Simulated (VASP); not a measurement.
Here is a VASP 6.6.1 calculation.

The input INCAR:

```
PREC = Accurate
ENCUT = 520
EDIFF = 1E-8
ISMEAR = -1
SIGMA = 0.05
LREAL = F
LASPH = T
NELM = 100
ALGO = Normal
ISIF = 2
LWAVE = F
LCHARG = F
GGA = PS
IBRION = 8
NSW = 1
```

The input KPOINTS:

```
Automatic mesh
0
Gamma
  6 6 4
```

File POSCAR:

```
PtSe2
1.0
    3.7240000000      0.0000000000      0.0000000000
   -1.8620000000      3.2250786037      0.0000000000
    0.0000000000      0.0000000000      5.0620000000
Pt Se
1 2
Direct
    0.0000000000      0.0000000000      0.0000000000
    0.6666666667      0.3333333333      0.7500000000
    0.3333333333      0.6666666667      0.2500000000
```

Potentials or basis: VASP PAW PBE potentials, release 64 (Pt, Se).

Run with:

```sh
$ cat potpaw_PBE.64/Pt/POTCAR potpaw_PBE.64/Se/POTCAR > POTCAR
$ mpirun -np 1 vasp_std > vasp.out
```

Q: Predict the highest phonon frequency at Γ, LO-TO splitting left out.

A: 223 cm⁻¹.

Phonon frequencies in cm⁻¹ (negative: imaginary):
```tsv
q point	frequencies
(0.000, 0.000, 0.000)	0 0 0 171 171 199 222 223 223
```

Caveat: the cell wasn't relaxed at this level first, which shifts response properties.
